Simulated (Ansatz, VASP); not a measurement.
**BaTiO3 in VASP and in Ansatz**

Contents of INCAR:

```
PREC = Accurate
ENCUT = 520
EDIFF = 1E-8
ISMEAR = -1
SIGMA = 0.05
LREAL = F
LASPH = T
NELM = 100
ALGO = Normal
ISIF = 2
LWAVE = F
LCHARG = F
GGA = CA
LEFG = T
NBANDS = 28
```

File KPOINTS:

```
regular mesh
0
Gamma
  9 9 9
```

File POSCAR:

```
BaTiO3
1.0
    2.8276681575      1.6325549719      2.3872635562
   -2.8276681575      1.6325549719      2.3872635562
    0.0000000000     -3.2651099438      2.3872635562
Ba Ti O
1 1 3
Direct
    0.0000000000      0.0000000000      0.0000000000
    0.5140000000      0.5140000000      0.5140000000
    0.4916000000      0.4916000000      0.9815000000
    0.4916000000      0.9815000000      0.4916000000
    0.9815000000      0.4916000000      0.4916000000
```

Input for Ansatz:

```yaml
crystal:
  lattice:
    - [2.8276681575, 1.6325549719, 2.3872635562]
    - [-2.8276681575, 1.6325549719, 2.3872635562]
    - [0.0, -3.2651099438, 2.3872635562]
  atoms:
    - { symbol: Ba, position: [0.0, 0.0, 0.0] }
    - { symbol: Ti, position: [0.514, 0.514, 0.514] }
    - { symbol: O, position: [0.4916, 0.4916, 0.9815] }
    - { symbol: O, position: [0.4916, 0.9815, 0.4916] }
    - { symbol: O, position: [0.9815, 0.4916, 0.4916] }
kpoints:
  mp_grid: { grid: [9, 9, 9] }
scf:
  occupations: { method: fermi_dirac, width: 0.05 }
hamiltonian:
  xc: lda
  pseudopotentials: { kind: all_electron, datasets: crystal }
output:
  forces: true
  stress: true
  eigenvalues: true
  efg: { contact_densities: true }
```

Change from the starting cell: zz strain of +3 %, crystal datasets.

Alike in both runs: task electric field gradients; functional LDA; k mesh 9 × 9 × 9; occupations fermi-dirac, width 0.05 eV; no spin polarisation.

|  | VASP | Ansatz |
| --- | --- | --- |
| version | VASP 6.6.1 | Ansatz 0.2.0 |
| potentials or method | VASP PAW LDA potentials, release 64 (Ba_sv, Ti_sv, O), cutoff 520 eV | all-electron PAW with datasets made for the crystal, scalar-relativistic |

|  | VASP | Ansatz | Ansatz less VASP |
| --- | --- | --- | --- |
| gap on the k mesh at the Fermi level (eV) | 2.21 | 2.25 | +0.047 |
| pressure (GPa) | -8.3 | -10.2 | -1.86 |
| traceless stress, the component that is largest in VASP (GPa) | -4.26 | -4.07 | +0.189 |
| rms of the force components (eV/Å) | 0.126 | 0.159 | +0.0327 |
| size of Vzz on the site where it differs most (V/Å²) | 29.8 | 28.0 | -1.78 |

LDA's correlation is that of Perdew and Zunger in VASP and of Perdew and Wang (1992) in Ansatz. Atom by atom the forces differ by 0.036 eV/Å (rms over components). Ansatz ran all-electron here, and VASP with PAW potentials.

Neither program's run includes spin-orbit coupling.
